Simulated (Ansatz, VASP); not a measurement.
**Li2S in VASP and in Ansatz**

```
CELL_PARAMETERS angstrom
0.00000 2.87175 2.87175
2.87175 0.00000 2.87175
2.87175 2.87175 0.00000
ATOMIC_POSITIONS crystal
Li 0.25000 0.25000 0.25000
Li 0.75000 0.75000 0.75000
S 0.00000 0.00000 0.00000
```

Alike in both runs: task single point; functional PBE; k mesh 8 × 8 × 8; no spin polarisation.

|  | VASP | Ansatz |
| --- | --- | --- |
| version | VASP 6.6.1 | Ansatz 0.2.0 |
| potentials or method | VASP PAW PBE potentials, release 64 (Li_sv, S), cutoff 750 eV | scalar-relativistic, plane waves, PAW |
| occupations | gaussian, width 0.01 eV | fixed |
| valence electrons in the cell | 12 | 12 |

```csv
,VASP,Ansatz,Ansatz less VASP
gap on the k mesh at the Fermi level (eV),3.40,3.41,+0.005
least direct gap on the mesh (eV),4.14,4.15,+0.001
pressure (GPa),-1.0,-0.8,+0.23
```
